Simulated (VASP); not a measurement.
# BiTe (R-3m) in VASP: notebook

Runs on BiTe. Level: PBE. Tasks: single point.

Program: VASP 6.6.1. These are calculated values, not measurements. Logs are shortened: lines on timing, memory, paths and dates and some standing lists are left out, and cuts for length are marked.

## (1) The cell of the first run

The structure is trigonal, space group R-3m (No. 166). Conventional cell: a = 4.845 Å, b = 4.845 Å, c = 10.101 Å, α = 90.00°, β = 90.00°, γ = 120.00°. Bi (site symmetry -3m) has 6 Te at 3.27 Å within 4.3 Å. Within 4.3 Å of Te (site symmetry -3m) lie 6 Bi at 3.27 Å.

## (2) Single point, PBE (strain +0.000 along x and y, +0.015 along z)

Input file INCAR:

```
ALGO     = Normal         # electronic algorithm
EDIFF    = 1E-7           # SCF threshold, eV
ENCUT    = 520            # plane-wave cutoff, eV
GGA      = PE             # functional
ISIF     = 2              # what is computed and relaxed
ISMEAR   = 0              # smearing method
LASPH    = T              # aspherical terms in the spheres
LCHARG   = F              # write CHGCAR
LREAL    = F              # projectors in reciprocal space
LWAVE    = F              # write WAVECAR
NBANDS   = 18             # bands
NELM     = 100            # most SCF steps
PREC     = Accurate       # precision mode
SIGMA    = 0.15           # smearing width, eV
```

Input file KPOINTS:

```
k-points
0
Gamma
  12 12 12
```

Input file POSCAR:

```
BiTe
1.0
    2.4227077728      1.3987509848      3.3670513338
   -2.4227077728      1.3987509848      3.3670513338
    0.0000000000     -2.7975019696      3.3670513338
Bi Te
1 1
Direct
    0.5000000000      0.5000000000      0.5000000000
    0.0000000000      0.0000000000      0.0000000000
```

Potentials or basis: VASP PAW PBE potentials, release 64 (Bi_d, Te).

On the command line:

```
$ cat potpaw_PBE.64/Bi_d/POTCAR potpaw_PBE.64/Te/POTCAR > POTCAR
$ mpirun -np 1 vasp_std > vasp.out
```

OUTCAR:

```text
EDIFF = 1E-7
   ENCUT = 520
   GGA = PE
   ISIF = 2
   ISMEAR = 0
   LASPH = T
   LREAL = F
   NELM = 100
   PREC = Accurate

 ion  position               nearest neighbor table
   1  0.500  0.500  0.500-   2 3.27   2 3.27   2 3.27   2 3.27   2 3.27   2 3.27
   2  0.000  0.000  0.000-   1 3.27   1 3.27   1 3.27   1 3.27   1 3.27   1 3.27

  LATTYP: Found a trigonal (rhomboedric) cell.
 ALAT       =     4.3775623301
 COS(alpha) =     0.3874135533

  Lattice vectors:

 A1 = (   2.4227077728,   1.3987509848,   3.3670513338)
 A2 = (  -2.4227077728,   1.3987509848,   3.3670513338)
 A3 = (   0.0000000000,  -2.7975019696,   3.3670513338)

Analysis of symmetry for initial positions (statically):
=====================================================================
 Subroutine PRICEL returns:
 Original cell was already a primitive cell.

 Routine SETGRP: Setting up the symmetry group for a
 trigonal (rhombohedral) supercell.

 Subroutine GETGRP returns: Found 12 space group operations
 (whereof 12 operations were pure point group operations)
 out of a pool of 12 trial point group operations.

The static configuration has the point symmetry D_3d.

Analysis of symmetry for dynamics (positions and initial velocities):
=====================================================================
 Subroutine PRICEL returns:
 Original cell was already a primitive cell.

 Routine SETGRP: Setting up the symmetry group for a
 trigonal (rhombohedral) supercell.

 Subroutine GETGRP returns: Found 12 space group operations
 (whereof 12 operations were pure point group operations)
 out of a pool of 12 trial point group operations.

The dynamic configuration has the point symmetry D_3d.

 Subroutine INISYM returns: Found 12 space group operations
 (whereof 12 operations are pure point group operations),
 and found     1 'primitive' translations

----------------------------------------------------------------------------------------

                                     Primitive cell

  volume of cell :      68.4609

  direct lattice vectors                    reciprocal lattice vectors
     2.422707773  1.398750985  3.367051334     0.206380648  0.119153923  0.098998590
    -2.422707773  1.398750985  3.367051334    -0.206380648  0.119153923  0.098998590
     0.000000000 -2.797501970  3.367051334     0.000000000 -0.238307845  0.098998590

  length of vectors
     4.377562330  4.377562330  4.377562330     0.258052998  0.258052998  0.258052998

  position of ions in fractional coordinates (direct lattice)
     0.500000000  0.500000000  0.500000000
     0.000000000  0.000000000  0.000000000

  ion indices of the primitive-cell ions
   primitive index   ion index
                 1           1
                 2           2

----------------------------------------------------------------------------------------

 KPOINTS: k-points

Automatic generation of k-mesh.
 Grid dimensions read from file:
 generate k-points for:   12   12   12

 Generating k-lattice:

  Cartesian coordinates                     Fractional coordinates (reciprocal lattice)
     0.017198387  0.009929494  0.008249882     0.083333333 -0.000000000  0.000000000
    -0.017198387  0.009929494  0.008249882    -0.000000000  0.083333333  0.000000000
     0.000000000 -0.019858987  0.008249882     0.000000000  0.000000000  0.083333333

  Length of vectors
     0.021504417  0.021504417  0.021504417

  Shift w.r.t. Gamma in fractional coordinates (k-lattice)
     0.000000000  0.000000000  0.000000000

 Subroutine IBZKPT returns following result:
 ===========================================

 Found    189 irreducible k-points:

 Following reciprocal coordinates:
            Coordinates               Weight
  0.000000  0.000000  0.000000      1.000000
  0.083333  0.000000  0.000000      6.000000
  0.166667  0.000000  0.000000      6.000000
  0.250000  0.000000  0.000000      6.000000
  0.333333  0.000000  0.000000      6.000000
  0.416667  0.000000  0.000000      6.000000
[... 16 lines left out ...]
  0.500000  0.166667  0.000000     12.000000
 -0.416667  0.166667 -0.000000     12.000000
 [... further k-points ...]
   k-points           NKPTS =    189   k-points in BZ     NKDIM =    189   number of bands    NBANDS=     18
   number of dos      NEDOS =    301   number of ions     NIONS =      2
   total plane-waves  NPLWV =  46656
   dimension x,y,z NGX =    36 NGY =   36 NGZ =   36
   dimension x,y,z NGXF=    72 NGYF=   72 NGZF=   72
   ions per type =               1   1
   NGX,Y,Z   is equivalent  to a cutoff of  13.67, 13.67, 13.67 a.u.
   NGXF,Y,Z  is equivalent  to a cutoff of  27.34, 27.34, 27.34 a.u.
 SYSTEM =  unknown system
   PREC   = accura    normal or accurate (medium, high low for compatibility)
   ISTART =      0    job   : 0-new  1-cont  2-samecut
   ICHARG =      2    charge: 1-file 2-atom 10-const
   ISPIN  =      1    spin polarized calculation?
   LNONCOLLINEAR =      F non collinear calculations
   LSORBIT =      F    spin-orbit coupling
   LASPH  =      T    aspherical Exc in radial PAW
   ENCUT  =  520.0 eV  38.22 Ry    6.18 a.u.   8.14  8.14  8.14*2*pi/ulx,y,z
   NELM   =    100;   NELMIN=  2; NELMDL= -5     # of ELM steps
   EDIFF  = 0.1E-06   stopping-criterion for ELM
   LREAL  =      F    real-space projection
   EDIFFG = 0.1E-05   stopping-criterion for IOM
   NSW    =      0    number of steps for IOM
   IBRION =     -1    ionic relax: 0-MD 1-quasi-New 2-CG
   NFREE  =      0    steps in history (QN), initial steepest desc. (CG)
   ISIF   =      2    stress and relaxation
   ISYM   =      2    0-nonsym 1-usesym 2-fastsym
   POTIM  = 0.5000    time-step for ionic-motion
   TEBEG  =    0.0;   TEEND  =   0.0 temperature during run
   PSTRESS=    0.0 pullay stress
   NELECT =      21.0000    total number of electrons
   NUPDOWN=      -1.0000    fix difference up-down
   EMIN   =  10.00;   EMAX   =-10.00  energy-range for DOS
   EFERMI =   0.00;   METHOD = LEGACY
   ISMEAR =     0;   SIGMA  =   0.15  broadening in eV -4-tet -1-fermi 0-gaus
   EFERMI_NEDOS =   21; number of points for ismear=-14 and -15
   IALGO  =     38    algorithm
   IMIX   =      4    mixing-type and parameters
     AMIX     =   0.40;   BMIX     =  1.00
     AMIX_MAG =   1.60;   BMIX_MAG =  1.00
  volume/ion in A,a.u.               =      34.23       231.00
  Fermi-wavevector in a.u.,A,eV,Ry     =   1.104080  2.086408 16.585395  1.218992
  Thomas-Fermi vector in A             =   2.240547
   LORBIT       =      0    0 simple, 1 ext, 2 COOP (PROOUT), +10 PAW based schemes
   GGA     = PE    functional components
   LHFCALC =     F    Hartree Fock is set to
   AEXX    =    0.0000 exact exchange contribution
   IVDW    =     0    specifies the selected vdW correction
   LEPSILON=     F    determine dielectric tensor
   LRPA    =     F    only Hartree local field effects (RPA)
 non-spin polarized calculation
 Gauss-broadening in eV      SIGMA  =   0.15
  energy-cutoff  :      520.00
  volume of cell :       68.46
 maximum number of plane-waves:      1862
 NGX is ok and might be reduce to    36
   NGX = 17   NGY = 17   NGZ = 17

 number of electron      21.0000006 magnetization

 Free energy of the ion-electron system (eV)
  ---------------------------------------------------
  ext. energy  EPLUGINS =         0.00000000
  ---------------------------------------------------
  free energy    TOTEN  =        -7.18683760 eV

  energy without entropy =       -7.17067752  energy(sigma->0) =       -7.17875756

 E-fermi :   6.5076     XC(G=0):  -9.4066

 val. band max:        6.5058535925   @ k =  -0.2500   0.1667  -0.0000
 cond. band min:       6.5153063927   @ k =  -0.1667   0.5000   0.1667
 fundamental gap:      0.0094528002
 Fermi energy:         6.5075739042

 k-point     1 :       0.0000    0.0000    0.0000
  band No.  band energies     occupation
      1     -16.7177      2.00000
      2     -16.7177      2.00000
      3     -16.7071      2.00000
      4     -16.7071      2.00000
      5     -16.6951      2.00000
      6      -6.8954      2.00000
[... 10 lines left out ...]
     17      12.9313      0.00000
     18      13.3233      0.00000

 k-point     2 :       0.0833    0.0000    0.0000
  band No.  band energies     occupation
      1     -16.7176      2.00000
      2     -16.7175      2.00000
      3     -16.7074      2.00000
      4     -16.7067      2.00000
      5     -16.6949      2.00000
      6      -6.8372      2.00000
[... 10 lines left out ...]
     17      13.0555      0.00000
     18      13.5969      0.00000

 k-point     3 :       0.1667    0.0000    0.0000
  band No.  band energies     occupation
      1     -16.7175      2.00000
      2     -16.7171      2.00000
      3     -16.7083      2.00000
      4     -16.7056      2.00000
      5     -16.6945      2.00000
      6      -6.6633      2.00000
[... 10 lines left out ...]
     17      13.9400      0.00000
     18      14.3728      0.00000

 k-point     4 :       0.2500    0.0000    0.0000
  band No.  band energies     occupation
      1     -16.7176      2.00000
      2     -16.7165      2.00000
      3     -16.7095      2.00000
      4     -16.7043      2.00000
      5     -16.6936      2.00000
      6      -6.3770      2.00000
[... 375 lines left out ...]
      4     -16.7010      2.00000
      5     -16.6915      2.00000
      6      -5.6460      2.00000
[... 10 lines left out ...]
     17      15.8698      0.00000
     18      16.1583      0.00000

 k-point    23 :       0.5000    0.1667    0.0000
  band No.  band energies     occupation
      1     -16.7190      2.00000
      2     -16.7165      2.00000
      3     -16.7100      2.00000
      4     -16.7010      2.00000
      5     -16.6909      2.00000
      6      -5.1722      2.00000
[... 10 lines left out ...]
     17      16.1851      0.00000
     18      17.0031      0.00000

 k-point    24 :      -0.4167    0.1667   -0.0000
  band No.  band energies     occupation
      1     -16.7181      2.00000
      2     -16.7169      2.00000
      3     -16.7098      2.00000
      4     -16.7015      2.00000
      5     -16.6912      2.00000
      6      -5.0242      2.00000
[... 10 lines left out ...]
     17      15.5300      0.00000
     18      16.1403      0.00000

 [... further k-points ...]
[... 5 lines left out ...]
  --------------------------------------------------------------------------------------
  -------------------------------------------------------------------------------------
  Total       -0.2681215     -0.2681215     -0.2765523      0.0000000     -0.0000000      0.0000000
  in kB       -6.2747994     -6.2747994     -6.4721040      0.0000000     -0.0000000      0.0000000
  external PRESSURE =      -6.3405676 kB  Pullay stress =       0.0000000 kB

 VOLUME and BASIS-vectors are now :
 -----------------------------------------------------------------------------
  energy-cutoff  :      520.00
  volume of cell :       68.46
      direct lattice vectors                 reciprocal lattice vectors
     2.422707773  1.398750985  3.367051334     0.206380648  0.119153923  0.098998590
    -2.422707773  1.398750985  3.367051334    -0.206380648  0.119153923  0.098998590
     0.000000000 -2.797501970  3.367051334     0.000000000 -0.238307845  0.098998590

 POSITION                                       TOTAL-FORCE (eV/Angst)
 -----------------------------------------------------------------------------------
      0.00000      0.00000      5.05058        -0.000000     -0.000000      0.000000
      0.00000      0.00000      0.00000         0.000000      0.000000      0.000000
 -----------------------------------------------------------------------------------
    total drift:                               -0.000000     -0.000000      0.000000

  FREE ENERGIE OF THE ION-ELECTRON SYSTEM (eV)
  ---------------------------------------------------
  free  energy   TOTEN  =        -7.1868375999 eV

  energy  without entropy=       -7.1706775242  energy(sigma->0) =       -7.17875756
```

Run time: 2.5 min. Hardware: 1 thread of Intel Xeon Platinum 8488C (Sapphire Rapids), shared host; peak memory 0.37 GiB.

What came out:

* Free energy: -7.1868 eV
* Pressure: -0.6 GPa

Levels at points of the mesh, in eV from the Fermi level:
| k point | band 6 | band 7 | band 8 | band 9 | band 10 | band 11 | band 12 | band 13 | band 14 | band 15 |
| --- | --- | --- | --- | --- | --- | --- | --- | --- | --- | --- |
| (0.00, 0.00, 0.00) | -13.40 | -8.31 | -2.86 | -2.86 | -1.66 | 1.85 | 2.42 | 2.42 | 4.13 | 4.13 |
| (0.50, 0.00, 0.00) | -11.53 | -11.31 | -1.86 | -1.81 | -1.11 | -0.94 | -0.60 | 0.22 | 6.75 | 6.86 |
| (0.50, 0.50, 0.00) | -11.67 | -9.98 | -5.52 | -4.39 | -3.33 | 2.43 | 3.06 | 3.53 | 4.52 | 8.21 |
| (0.50, 0.50, 0.50) | -11.23 | -10.94 | -2.29 | -2.29 | -2.18 | -1.49 | -1.19 | -1.19 | 7.87 | 8.40 |

Caveat: the cell differs from its parent crystal (strain +0.000 along x and y, +0.015 along z); spin-orbit coupling is left out, which moves the levels of the heavy elements.

## (3) Single point, PBE (strain +0.015 along x and y, -0.015 along z)

Input file INCAR:

```
ALGO = Normal ; EDIFF = 1E-6
ENCUT = 520 ; GGA = PE
ISIF = 2 ; ISMEAR = 0
LASPH = T ; LCHARG = F
LREAL = F ; LWAVE = F
NBANDS = 18 ; NELM = 100
PREC = Accurate ; SIGMA = 0.15
```

KPOINTS is that of step 2.

Input file POSCAR:

```
BiTe
1.0
    2.4590483894      1.4197322496      3.2675325752
   -2.4590483894      1.4197322496      3.2675325752
    0.0000000000     -2.8394644991      3.2675325752
Bi Te
1 1
Direct
    0.5000000000      0.5000000000      0.5000000000
    0.0000000000      0.0000000000      0.0000000000
```

Potentials or basis: VASP PAW PBE potentials, release 64 (Bi_d, Te).

On the command line:

```
$ cat potpaw_PBE.64/Bi_d/POTCAR potpaw_PBE.64/Te/POTCAR > POTCAR
$ mpirun -np 1 vasp_std > vasp.out
```

Wall time 97 s (1 thread of Intel Xeon Platinum 8488C (Sapphire Rapids), shared host); peak memory 0.35 GiB.

It converged, with:

```yaml
Free_energy: -7.1816 eV
Pressure: -1.1 GPa
```

Stress tensor (GPa, compression positive):
```
-1.37  0.00  0.00
 0.00 -1.37  0.00
 0.00  0.00 -0.46
```

Levels at points of the mesh, in eV from the Fermi level:
```tsv
k point	band 7	band 8	band 9	band 10	band 11	band 12	band 13	band 14
(0.00, 0.00, 0.00)	-8.36	-2.88	-2.88	-1.45	1.84	2.57	2.57	4.04
(0.50, 0.00, 0.00)	-11.29	-1.80	-1.78	-0.96	-0.91	-0.53	0.47	6.60
(0.50, 0.50, 0.00)	-9.96	-5.46	-4.44	-3.07	2.56	2.89	3.49	4.37
(0.50, 0.50, 0.50)	-10.83	-2.35	-2.35	-2.28	-1.62	-1.30	-1.30	8.09
```

Caveat: the cell differs from its parent crystal (strain +0.015 along x and y, -0.015 along z); spin-orbit coupling is left out, which moves the levels of the heavy elements.

## (4) Single point, PBE (strain +0.000 along x and y, +0.030 along z)

Input file INCAR:

```
PREC = Accurate ; ENCUT = 520
EDIFF = 1E-6 ; ISMEAR = 0
SIGMA = 0.15 ; LREAL = False
LASPH = True ; NELM = 80
ALGO = Normal ; ISIF = 2
LWAVE = False ; LCHARG = True
GGA = PE ; LELF = True
LVHAR = True ; NBANDS = 18
```

Input file KPOINTS:

```
Automatic mesh
0
Gamma
  12 12 12
```

Input file POSCAR:

```
BiTe
1.0
    2.4227077728      1.3987509848      3.4168107131
   -2.4227077728      1.3987509848      3.4168107131
    0.0000000000     -2.7975019696      3.4168107131
Bi Te
1 1
Direct
    0.5000000000      0.5000000000      0.5000000000
    0.0000000000      0.0000000000      0.0000000000
```

On the command line:

```
$ cat potpaw_PBE.64/Bi_d/POTCAR potpaw_PBE.64/Te/POTCAR > POTCAR
$ mpirun -np 1 vasp_std > vasp.out
```

It took 2.5 min on 1 thread of Intel Xeon Platinum 8488C (Sapphire Rapids), shared host; peak memory 0.38 GiB.

Results (log left out):

```yaml
Free_energy: -7.1814 eV
Pressure: -1.2 GPa
```

Levels at points of the mesh, in eV from the Fermi level:
| k point | band 6 | band 7 | band 8 | band 9 | band 10 | band 11 | band 12 | band 13 | band 14 | band 15 |
| --- | --- | --- | --- | --- | --- | --- | --- | --- | --- | --- |
| (0.00, 0.00, 0.00) | -13.32 | -8.35 | -2.80 | -2.80 | -1.71 | 1.82 | 2.34 | 2.34 | 4.20 | 4.20 |
| (0.50, 0.00, 0.00) | -11.48 | -11.26 | -1.85 | -1.80 | -1.17 | -0.91 | -0.60 | 0.13 | 6.81 | 6.87 |
| (0.50, 0.50, 0.00) | -11.63 | -9.98 | -5.44 | -4.29 | -3.34 | 2.44 | 3.05 | 3.48 | 4.47 | 8.23 |
| (0.50, 0.50, 0.50) | -11.22 | -10.94 | -2.23 | -2.23 | -2.12 | -1.42 | -1.12 | -1.12 | 7.75 | 8.28 |

Caveat: the cell differs from its parent crystal (strain +0.000 along x and y, +0.030 along z); spin-orbit coupling is left out, which moves the levels of the heavy elements.

## (5) Single point, PBE (strain +0.030 along x and y, -0.030 along z)

Input file INCAR:

```
SYSTEM = BiTe
ALGO = Normal
EDIFF = 1E-6
ENCUT = 520
GGA = PE
ISIF = 2
ISMEAR = 0
LASPH = .TRUE.
LCHARG = .TRUE.
LELF = .TRUE.
LREAL = .FALSE.
LVHAR = .TRUE.
LWAVE = .FALSE.
NBANDS = 18
NELM = 100
PREC = Accurate
SIGMA = 0.15
```

Input file KPOINTS:

```
k-points
0
G
  12 12 12
  0 0 0
```

Input file POSCAR:

```
BiTe
1.0
    2.4953890060      1.4407135143      3.2177731959
   -2.4953890060      1.4407135143      3.2177731959
    0.0000000000     -2.8814270287      3.2177731959
Bi Te
1 1
Direct
    0.5000000000      0.5000000000      0.5000000000
    0.0000000000      0.0000000000      0.0000000000
```

On the command line:

```
$ cat potpaw_PBE.64/Bi_d/POTCAR potpaw_PBE.64/Te/POTCAR > POTCAR
$ mpirun -np 1 vasp_std > vasp.out
```

It took 1.7 min on 1 thread of Intel Xeon Platinum 8488C (Sapphire Rapids), shared host; peak memory 0.35 GiB.

The run converged. Its results:

```
Free energy : -7.1612 eV
Pressure    : -1.9 GPa
```

Stress tensor (GPa, compression positive):
```
-2.54  0.00  0.00
 0.00 -2.54  0.00
 0.00  0.00 -0.74
```

Levels at points of the mesh, in eV from the Fermi level:
| k point | band 6 | band 7 | band 8 | band 9 | band 10 | band 11 | band 12 | band 13 | band 14 | band 15 |
| --- | --- | --- | --- | --- | --- | --- | --- | --- | --- | --- |
| (0.00, 0.00, 0.00) | -13.20 | -8.43 | -2.83 | -2.83 | -1.31 | 1.81 | 2.64 | 2.64 | 4.01 | 4.01 |
| (0.50, 0.00, 0.00) | -11.38 | -11.23 | -1.78 | -1.69 | -0.96 | -0.79 | -0.45 | 0.62 | 6.56 | 6.60 |
| (0.50, 0.50, 0.00) | -11.49 | -9.94 | -5.31 | -4.39 | -2.84 | 2.71 | 2.72 | 3.40 | 4.18 | 7.84 |
| (0.50, 0.50, 0.50) | -10.96 | -10.73 | -2.34 | -2.34 | -2.31 | -1.66 | -1.32 | -1.32 | 8.21 | 8.76 |

Caveat: the cell differs from its parent crystal (strain +0.030 along x and y, -0.030 along z); spin-orbit coupling is left out, which moves the levels of the heavy elements.

## (6) Overview

| cell | gap on the mesh (eV) | pressure (GPa) |
| --- | --- | --- |
| a = 4.378 Å, angles 67.2°, 2 atoms | none | -0.6 |
| a = 4.329 Å, angles 69.2°, 2 atoms | none | -1.1 |
| a = 4.416 Å, angles 66.5°, 2 atoms | none | -1.2 |
| a = 4.319 Å, angles 70.6°, 2 atoms | none | -1.9 |

Alike in all rows: task single point; level PBE; potentials or basis VASP PAW PBE potentials, release 64 (Bi_d, Te); no spin polarisation; k mesh 12 × 12 × 12; cutoff (eV) 520; smearing gaussian 0.15 eV.

Caveats: spin-orbit coupling is left out, which moves the levels of the heavy elements.

Total energies depend on the potentials used, so only differences within one code and one set of settings carry meaning.
